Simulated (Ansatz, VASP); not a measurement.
# InP3: VASP beside Ansatz

```xyz
8
Lattice="3.8636 2.2306 3.4106 -3.8636 2.2306 3.4106 0.0000 -4.4613 3.4106" Properties=species:S:1:pos:R:3 pbc="T T T"
In    0.0000    0.0000    2.7961
In    0.0000    0.0000    7.4356
P     2.1386   -1.2347    6.2434
P     0.0000    2.4694    6.2434
P    -2.1386   -1.2347    6.2434
P    -2.1386    1.2347    3.9882
P     2.1386    1.2347    3.9882
P     0.0000   -2.4694    3.9882
```

Change from the starting cell: strain +0.040 along x and y, +0.040 along z, atoms carried along.

Alike in both runs: task single point; functional PBEsol; k mesh 6 × 6 × 6; occupations gaussian, width 0.15 eV; no spin polarisation.

|  | VASP | Ansatz |
| --- | --- | --- |
| version | VASP 6.6.1 | Ansatz 0.2.0 |
| potentials or method | VASP PAW PBE potentials, release 64 (In_d, P), cutoff 520 eV | scalar-relativistic, plane waves, PAW |
| valence electrons in the cell | 56 | 56 |

|  | VASP | Ansatz | Ansatz less VASP |
| --- | --- | --- | --- |
| gap on the k mesh at the Fermi level (eV) | none | none | - |
| pressure (GPa) | -7.8 | -7.8 | +0.01 |
| traceless stress, the component that is largest in VASP (GPa) | 1.52 | 1.51 | -0.015 |
| rms of the force components (eV/Å) | 0.429 | 0.420 | -0.0089 |

VASP's potentials were made for PBE, not for PBEsol. Atom by atom the forces differ by 0.009 eV/Å (rms over components). A gap of «none» marks a metal or a gap that the smearing closes.
